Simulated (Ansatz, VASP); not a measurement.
Cu in VASP and in Ansatz

INCAR

```
SYSTEM = Cu
ALGO = Normal
DIPOL = 0.5 0.5 0.382
EDIFF = 1E-6
ENCUT = 520
GGA = PE
IDIPOL = 3
ISIF = 2
ISMEAR = 1
IVDW = 12
LASPH = .TRUE.
LCHARG = .FALSE.
LDIPOL = .TRUE.
LREAL = Auto
LWAVE = .FALSE.
NBANDS = 132
NELM = 100
PREC = Accurate
SIGMA = 0.1
```

The input KPOINTS:

```
k-points
0
G
  6 6 1
  0 0 0
```

The input POSCAR:

```
Cu
1.0
    0.0000000287      6.3192971877      0.0000000000
   -5.4726719130     -3.1596485690      0.0000000000
    0.0000000000      0.0000000000     23.9135491915
Cu
21
Direct
    0.1428571667      0.7142858000      0.2927210823
    0.0000001667      0.0000001333      0.2927210823
    0.2857141667      0.4285711333      0.2927210823
    0.5714285000      0.8571428000      0.2927210823
    0.4285711667      0.1428571333      0.2927210823
    0.7142855000      0.5714284667      0.2927210823
    0.8571428333      0.2857141333      0.2927210823
    0.3336216777      0.6654711300      0.3844177426
    0.1900552049      0.9504431537      0.3809648670
    0.4781281463      0.3824691512      0.3809648670
    0.7631001700      0.8110076476      0.3844177426
    0.6175636524      0.0949496223      0.3844177426
    0.9047618333      0.5238094667      0.3841499270
    0.0461021488      0.2385160951      0.3809648670
    0.5246820472      0.6178869452      0.4728896266
    0.3789190981      0.9038892528      0.4728896266
    0.6649727200      0.3340941588      0.4730134823
    0.9548356389      0.7635985800      0.4730134823
    0.8106843548      0.0496522019      0.4728896266
    0.0944771412      0.4737356611      0.4730134823
    0.2380951667      0.1904761333      0.4653243166
```

Input for Ansatz:

```yaml
crystal:
  lattice:
    - [2.87e-08, 6.3192971877, 0.0]
    - [-5.472671913, -3.159648569, 0.0]
    - [0.0, 0.0, 23.9135491915]
  atoms:
    - { symbol: Cu, position: [0.1428571667, 0.7142858, 0.2927210823] }
    - { symbol: Cu, position: [1.667e-07, 1.333e-07, 0.2927210823] }
    - { symbol: Cu, position: [0.2857141667, 0.4285711333, 0.2927210823] }
    - { symbol: Cu, position: [0.5714285, 0.8571428, 0.2927210823] }
    - { symbol: Cu, position: [0.4285711667, 0.1428571333, 0.2927210823] }
    - { symbol: Cu, position: [0.7142855, 0.5714284667, 0.2927210823] }
    - { symbol: Cu, position: [0.8571428333, 0.2857141333, 0.2927210823] }
    - { symbol: Cu, position: [0.3336216777, 0.66547113, 0.3844177426] }
    - { symbol: Cu, position: [0.1900552049, 0.9504431537, 0.380964867] }
    - { symbol: Cu, position: [0.4781281463, 0.3824691512, 0.380964867] }
    - { symbol: Cu, position: [0.76310017, 0.8110076476, 0.3844177426] }
    - { symbol: Cu, position: [0.6175636524, 0.0949496223, 0.3844177426] }
    - { symbol: Cu, position: [0.9047618333, 0.5238094667, 0.384149927] }
    - { symbol: Cu, position: [0.0461021488, 0.2385160951, 0.380964867] }
    - { symbol: Cu, position: [0.5246820472, 0.6178869452, 0.4728896266] }
    - { symbol: Cu, position: [0.3789190981, 0.9038892528, 0.4728896266] }
    - { symbol: Cu, position: [0.66497272, 0.3340941588, 0.4730134823] }
    - { symbol: Cu, position: [0.9548356389, 0.76359858, 0.4730134823] }
    - { symbol: Cu, position: [0.8106843548, 0.0496522019, 0.4728896266] }
    - { symbol: Cu, position: [0.0944771412, 0.4737356611, 0.4730134823] }
    - { symbol: Cu, position: [0.2380951667, 0.1904761333, 0.4653243166] }
basis:
  ecutwfc: 420
kpoints:
  mp_grid: { grid: [6, 6, 1] }
hamiltonian:
  xc: pbe
  dispersion: d3bj
  pseudopotentials: { kind: paw, azcp: { folder: soft_1 } }
scf:
  occupations: { method: methfessel_paxton, width: 0.1 }
  n_extra_bands: 20
  max_iter: 160
output:
  forces: true
  eigenvalues: true
efield:
  axis: 3
  dipole_correction: true
```

Alike in both runs: task single point; functional PBE; dispersion D3(BJ); k mesh 6 × 6 × 1; occupations methfessel-paxton of order 1, width 0.1 eV; no spin polarisation.

```csv
,VASP,Ansatz
version,VASP 6.6.1,Ansatz 0.2.0
potentials or method,"VASP PAW PBE potentials, release 64 (Cu), cutoff 520 eV","scalar-relativistic, plane waves, PAW"
valence electrons in the cell,231,399
```

Ansatz gave:

```
gap on the k mesh at the Fermi level (eV) : none
rms of the force components (eV/Å)        : 0.100
```

Question: Estimate VASP's values.

Answer: gap on the k mesh at the Fermi level (eV): none; rms of the force components (eV/Å): 0.104.

Atom by atom the forces differ by 0.009 eV/Å (rms over components). A gap of «none» marks a metal or a gap that the smearing closes. VASP's potentials hold 231 valence electrons a cell and Ansatz's 399, so a difference there can come from the potentials and not from the codes.
